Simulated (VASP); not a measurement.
Cu, 3 atoms in the cell. The cell holds a slab with vacuum, 3 atoms: a = 2.556 Å, b = 2.556 Å, c = 16.174 Å, α = 90.00°, β = 90.00°, γ = 60.00°. 

```yaml
Program: VASP 6.6.1
Task: single point
Functional: r2SCAN
Potentials_or_basis: VASP PAW PBE potentials, release 64 (Cu)
Cutoff: 520 eV
k_mesh: 9 × 9 × 1
Occupations: fermi-dirac, width 0.02 eV
Spin: no spin polarisation
Dipole_correction: yes
Further_INCAR_settings: ALGO = Normal; EDIFF = 1e-07; NBANDS = 24
```

Potentials or basis: VASP PAW PBE potentials, release 64 (Cu).

Command:

```sh
$ cat potpaw_PBE.64/Cu/POTCAR > POTCAR
$ cp INCAR.step1 INCAR
$ mpirun -np 1 vasp_std > vasp.out
$ cp INCAR.step2 INCAR
$ mpirun -np 1 vasp_std > vasp.out
```

Hardware: 1 thread of Intel(R) Xeon(R) Platinum 8259CL CPU @ 2.50GHz (Skylake/Cascade Lake), on a shared host.

Estimate the wall time of this run.

Run time: 3.6 min on 1 thread of Intel(R) Xeon(R) Platinum 8259CL CPU @ 2.50GHz (Skylake/Cascade Lake), with other jobs on the host, peak memory 0.22 GiB. Counts: k points 12.
